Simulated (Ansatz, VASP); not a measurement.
## LiH: VASP beside Ansatz

INCAR

```
SYSTEM = LiH
ALGO = Normal
EDIFF = 1E-6
ENCUT = 520
GGA = PE
ISIF = 2
ISMEAR = 0
LASPH = .TRUE.
LCHARG = .TRUE.
LELF = .TRUE.
LREAL = .FALSE.
LVHAR = .TRUE.
LWAVE = .FALSE.
NBANDS = 9
NELM = 80
PREC = Accurate
SIGMA = 0.05
```

Contents of KPOINTS:

```
k-points
0
G
  10 10 10
  0 0 0
```

File POSCAR:

```
LiH
1.0
    0.0000000000      2.0325000000      2.1138000000
    2.0325000000      0.0000000000      2.1138000000
    2.0325000000      2.0325000000      0.0000000000
Li H
1 1
Direct
    0.0000000000      0.0000000000      0.0000000000
    0.5000000000      0.5000000000      0.5000000000
```

Input for Ansatz:

```yaml
crystal:
  lattice:
    - [0.0, 2.0325, 2.1138]
    - [2.0325, 0.0, 2.1138]
    - [2.0325, 2.0325, 0.0]
  atoms:
    - { symbol: Li, position: [0.0, 0.0, 0.0] }
    - { symbol: H, position: [0.5, 0.5, 0.5] }
basis:
  ecutwfc: 420
kpoints:
  mp_grid: { grid: [10, 10, 10] }
hamiltonian:
  xc: pbe
scf:
  occupations: { method: gaussian, width: 0.05 }
output:
  forces: true
  stress: true
  eigenvalues: true
```

Change from the starting cell: strain +0.000 along x and y, +0.040 along z, atoms carried along.

Alike in both runs: task single point; functional PBE; k mesh 10 × 10 × 10; occupations gaussian, width 0.05 eV; no spin polarisation.

|  | VASP | Ansatz |
| --- | --- | --- |
| version | VASP 6.6.1 | Ansatz 0.2.0 |
| potentials or method | VASP PAW PBE potentials, release 64 (Li_sv, H), cutoff 520 eV | scalar-relativistic, plane waves, PAW |
| valence electrons in the cell | 4 | 4 |

```tsv
	VASP	Ansatz	Ansatz less VASP
gap on the k mesh at the Fermi level (eV)	2.62	2.62	+0.007
least direct gap on the mesh (eV)	2.91	2.92	+0.009
```

With one functional, cell and mesh, what is left measures potentials, basis and numerics.

Noted on VASP's run: the cutoff is short for stress, so the pressure is rough.
